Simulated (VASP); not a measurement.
**ZnO: single point with PBE**

ZnO:

```xyz
8
Lattice="-3.4173 3.4173 2.2628 3.4173 -3.4173 2.2628 3.4173 3.4173 -2.2628" Properties=species:S:1:pos:R:3 pbc="T T T"
Zn    2.3904   -1.0269    2.2628
Zn    1.0269    4.4442    0.0000
Zn    1.0269    2.3904    2.2628
Zn    2.3904    1.0269    0.0000
O     1.0145    2.4028    0.0000
O     2.4028    1.0145    2.2628
O    -1.0145    2.4028    2.2628
O     4.4318    1.0145    0.0000
```

* Program: VASP 6.6.1
* Task: single point
* Functional: PBE
* Potentials or basis: VASP PAW PBE potentials, release 64 (Zn, O)
* Cutoff: 520 eV
* k mesh: 8 × 8 × 8
* Occupations: gaussian, width 0.02 eV
* Spin: no spin polarisation
* Dipole correction: no
* Further INCAR settings: ALGO = Normal; EDIFF = 1e-07; NBANDS = 46

```yaml
Pressure: 0.9 GPa
Largest_force: 0.009 eV/Å
Band_gap_on_the_k_mesh: 0.84 eV, indirect (least direct gap 1.48 eV)
```

Forces in eV/Å, atoms in the order of the input:
```
Zn   0.001  0.001  0.000
Zn  -0.001 -0.001  0.000
Zn  -0.001  0.001  0.000
Zn   0.001 -0.001  0.000
O   -0.006  0.006  0.000
O    0.006 -0.006  0.000
O    0.006  0.006  0.000
O   -0.006 -0.006  0.000
```

Stress tensor (GPa, compression positive):
```
1.02 0.00 0.00
0.00 1.02 0.00
0.00 0.00 0.52
```

Levels at points of the mesh, in eV from the valence-band top:
| k point | band 32 | band 33 | band 34 | band 35 | band 36 | band 37 | band 38 | band 39 | band 40 | band 41 |
| --- | --- | --- | --- | --- | --- | --- | --- | --- | --- | --- |
| (0.00, 0.00, 0.00) | -1.85 | -1.34 | -1.02 | -0.63 | -0.63 | 0.84 | 6.67 | 6.67 | 7.46 | 7.79 |
| (0.50, 0.00, 0.00) | -1.49 | -0.71 | -0.71 | -0.12 | -0.12 | 4.75 | 4.75 | 6.26 | 6.26 | 7.93 |
| (0.50, 0.50, 0.00) | -2.10 | -1.57 | -1.16 | -1.08 | -1.03 | 3.44 | 4.19 | 6.14 | 6.61 | 6.78 |
| (0.50, 0.50, 0.50) | -1.57 | -1.57 | -1.45 | -1.45 | -0.47 | 4.62 | 4.88 | 4.88 | 5.72 | 6.43 |

Run time: 14 min on 1 thread of AMD EPYC 7R13, with other jobs on the host, peak memory 0.33 GiB.

A k mesh can miss the band edges. As with any semilocal functional, this PBE gap is likely too small.
